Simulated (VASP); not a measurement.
Runs of VASP 6.6.1 on ZnO. The structure is that of space group P6_3mc (No. 186), or close to it. The cells are those of the table. 

```csv
cell,gap on the mesh (eV),pressure (GPa),largest force (eV/Å)
"a = 3.494, b = 3.494, c = 5.211 Å, angles 90.0, 90.0, 120.0°, 4 atoms",0.98,-15.1,0.36
"a = 3.494, b = 3.494, c = 5.628 Å, angles 90.0, 90.0, 120.0°, 4 atoms",0.85,-20.5,0.01
"a = 3.494, b = 3.494, c = 5.420 Å, angles 90.0, 90.0, 120.0°, 4 atoms",(b),-18.4,0.06
"a = 3.365, b = 3.365, c = 5.628 Å, angles 90.0, 90.0, 120.0°, 4 atoms",0.94,(a),0.05
"a = 3.365, b = 3.365, c = 5.211 Å, angles 90.0, 90.0, 120.0°, 4 atoms",1.14,-8.9,0.28
```

Alike in all rows: task single point; level r2SCAN; potentials or basis VASP PAW PBE potentials, release 64 (Zn, O); no spin polarisation; k mesh 12 × 12 × 6; cutoff (eV) 520; smearing gaussian 0.05 eV.

Task: Estimate the missing entries.

Result: (a) -15.7; (b) 0.93.

Caveats: the PAW data sets were made with another functional, which shifts forces and pressure a little; the cell stands under tension (at least some runs); the stress differs along the axes, from -19 to -8 GPa (at least some runs); the stress differs along the axes, from -11 to -4 GPa (at least some runs).

